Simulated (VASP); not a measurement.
Set up this calculation in VASP 6.6.1, as the native input.

```yaml
Task: single point
Functional: HSE06
Potentials_or_basis: VASP PAW PBE potentials, release 64 (Hf_pv, C)
Cutoff: 520 eV
k_mesh: 6 × 6 × 6
Occupations: fermi-dirac, width 0.05 eV
Spin: no spin polarisation
Dipole_correction: no
Grid_for_exact_exchange_PRECFOCK: Normal
Further_INCAR_settings: ALGO = Normal; EDIFF = 1e-07; NBANDS = 14
Share_of_exact_exchange: 0.25
Screening_parameter: 0.2079 1/Å
```

HfC:

```
Hf C
1.0
     0.00000    2.27754    2.27754
     2.27754    0.00000    2.27754
     2.27754    2.27754    0.00000
Hf C
1 1
Cartesian
  2.2775 2.2775 2.2775
  0.0000 0.0000 0.0000
```

The input as run:

POSCAR

```
HfC
1.0
    0.0000000000      2.2775377028      2.2775377028
    2.2775377028      0.0000000000      2.2775377028
    2.2775377028      2.2775377028      0.0000000000
Hf C
1 1
Direct
    0.5000000000      0.5000000000      0.5000000000
    0.0000000000      0.0000000000      0.0000000000
```

INCAR.step1

```
SYSTEM = HfC
PREC     = Accurate       ! precision mode
ENCUT    = 520            ! plane-wave cutoff, eV
EDIFF    = 1E-5           ! SCF threshold, eV
ISMEAR   = -1             ! smearing method
SIGMA    = 0.05           ! smearing width, eV
LREAL    = .FALSE.        ! projectors in reciprocal space
LASPH    = .TRUE.         ! aspherical terms in the spheres
NELM     = 100            ! most SCF steps
ALGO     = Normal         ! electronic algorithm
ISIF     = 2              ! what is computed and relaxed
LWAVE    = .TRUE.         ! write WAVECAR
LCHARG   = .FALSE.        ! write CHGCAR
GGA      = PE             ! functional
NBANDS   = 14             ! bands
```

INCAR.step2

```
SYSTEM = HfC
PREC     = Accurate       ! precision mode
ENCUT    = 520            ! plane-wave cutoff, eV
EDIFF    = 1E-7           ! SCF threshold, eV
ISMEAR   = -1             ! smearing method
SIGMA    = 0.05           ! smearing width, eV
LREAL    = .FALSE.        ! projectors in reciprocal space
LASPH    = .TRUE.         ! aspherical terms in the spheres
NELM     = 100            ! most SCF steps
ALGO     = Normal         ! electronic algorithm
ISIF     = 2              ! what is computed and relaxed
LWAVE    = .FALSE.        ! write WAVECAR
LCHARG   = .FALSE.        ! write CHGCAR
GGA      = PE             ! functional
LHFCALC  = .TRUE.         ! exact exchange
HFSCREEN = 0.2079         ! screening, 1/A
PRECFOCK = Normal       
ISTART   = 1            
NBANDS   = 14             ! bands
```

KPOINTS

```
regular mesh
0
G
  6 6 6
  0 0 0
```

Potentials or basis: VASP PAW PBE potentials, release 64 (Hf_pv, C).

Run with:

```console
$ cat potpaw_PBE.64/Hf_pv/POTCAR potpaw_PBE.64/C/POTCAR > POTCAR
$ cp INCAR.step1 INCAR
$ mpirun -np 1 vasp_std > vasp.out
$ cp INCAR.step2 INCAR
$ mpirun -np 1 vasp_std > vasp.out
```

It gave:

```
Pressure               : 12.3 GPa
Band gap on the k mesh : zero (bands 7 and 8 overlap by 1.60 eV)
```

Caveat: the k points lie up to 0.40 Å⁻¹ apart, too coarse for converged energies and pressures of a metal; the PAW data sets were made with another functional, which shifts forces and pressure a little; spin-orbit coupling is left out, which moves the levels of the heavy elements.

Wall time 25 min on 1 thread of Intel(R) Xeon(R) Platinum 8259CL CPU @ 2.50GHz (Skylake/Cascade Lake), on a shared host, peak memory 0.25 GiB.
